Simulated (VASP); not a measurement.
Set up this calculation in VASP 6.6.1, as the native input.

```yaml
Task: single point
Functional: r2SCAN
Potentials_or_basis: VASP PAW PBE potentials, release 64 (Co)
Cutoff: 520 eV
k_mesh: 10 × 10 × 15
Occupations: fermi-dirac, width 0.05 eV
Spin: collinear spin, ferromagnetic start
Starting_moments: "[1.847, 1.93, 1.93] μB"
Dipole_correction: no
Further_INCAR_settings: ALGO = Normal; EDIFF = 1e-06; NBANDS = 24
```

Crystal: Co.

```
Co
1.0
     3.99082    0.00000    0.00000
    -1.99541    3.45615    0.00000
     0.00000    0.00000    2.44161
Co
3
Direct
  0.00000 0.00000 0.00000
  0.33333 0.66667 0.50000
  0.66667 0.33333 0.50000
```

This isn't the form of Co at room conditions, which is hcp.

The input as run:

POSCAR

```
Co
1.0
    3.9908195632      0.0000000000      0.0000000000
   -1.9954097816      3.4561511236      0.0000000000
    0.0000000000      0.0000000000      2.4416144218
Co
3
Direct
    0.0000000000      0.0000000000      0.0000000000
    0.3333333333      0.6666666667      0.5000000000
    0.6666666667      0.3333333333      0.5000000000
```

INCAR.step1

```
PREC = Accurate ; ENCUT = 520
ISMEAR = -1 ; SIGMA = 0.05
LREAL = F ; LASPH = T
NELM = 150 ; ISPIN = 2
MAGMOM = 1.847 1.93 1.93 ; LMAXMIX = 4
NBANDS = 24 ; GGA = PE
ALGO = Normal ; EDIFF = 1E-4
LWAVE = T ; LCHARG = F
```

INCAR.step2

```
PREC = Accurate ; ENCUT = 520
EDIFF = 1E-6 ; ISMEAR = -1
SIGMA = 0.05 ; LREAL = F
LASPH = T ; NELM = 150
ALGO = Normal ; ISIF = 2
LWAVE = F ; LCHARG = T
ISPIN = 2 ; MAGMOM = 1.847 1.93 1.93
LORBIT = 11 ; LMAXMIX = 4
METAGGA = R2SCAN ; LMIXTAU = T
LELF = T ; LVHAR = T
NBANDS = 24 ; ISTART = 1
```

KPOINTS

```
Automatic mesh
0
Gamma
  10 10 15
```

Potentials or basis: VASP PAW PBE potentials, release 64 (Co).

The run is started by

```console
$ cat potpaw_PBE.64/Co/POTCAR > POTCAR
$ cp INCAR.step1 INCAR
$ mpirun -np 1 vasp_std > vasp.out
$ cp INCAR.step2 INCAR
$ mpirun -np 1 vasp_std > vasp.out
```

It gave:

```json
{"Pressure": "-7.8 GPa", "Net moment": "5.37 μB per cell", "Site moments": "Co +1.82, +1.88 (each value once) μB", "Valence electrons inside the program's atomic spheres": "Co 8.20, 8.28 (each value once)"}
```

Caveat: the cell stands under tension; the PAW data sets were made with another functional, which shifts forces and pressure a little.

It took 9.7 min on 1 thread of Oxide Virtual Turin-like Processor (shared host), peak memory 0.22 GiB.
